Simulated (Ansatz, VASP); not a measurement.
InGa in VASP and in Ansatz

```
In Ga
1.0
     1.76843   -2.50094    0.00000
     1.76843    2.50094    0.00000
     0.00000    0.00000    5.00188
In Ga
1 1
Direct
  0.00000 0.00000 0.00000
  0.50000 0.50000 0.50000
```

Alike in both runs: task relaxation of cell and atoms; functional PBE; k mesh 14 × 14 × 8; occupations gaussian, width 0.1 eV; no spin polarisation.

```csv
,VASP,Ansatz
version,VASP 6.6.1,Ansatz 0.2.0
potentials or method,"VASP PAW PBE potentials, release 64 (In_d, Ga_d), cutoff 600 eV","scalar-relativistic, plane waves, PAW"
valence electrons in the cell,26,26
```

```tsv
	VASP	Ansatz	Ansatz less VASP
gap on the k mesh at the Fermi level, each at its own relaxed structure (eV)	none	none	-
relaxed volume (Å³/atom)	23.67	23.65	-0.011
relaxed cell length with the largest relative difference (Å)	4.843	4.838	-0.0052
```

A gap of «none» marks a metal or a gap that the smearing closes.
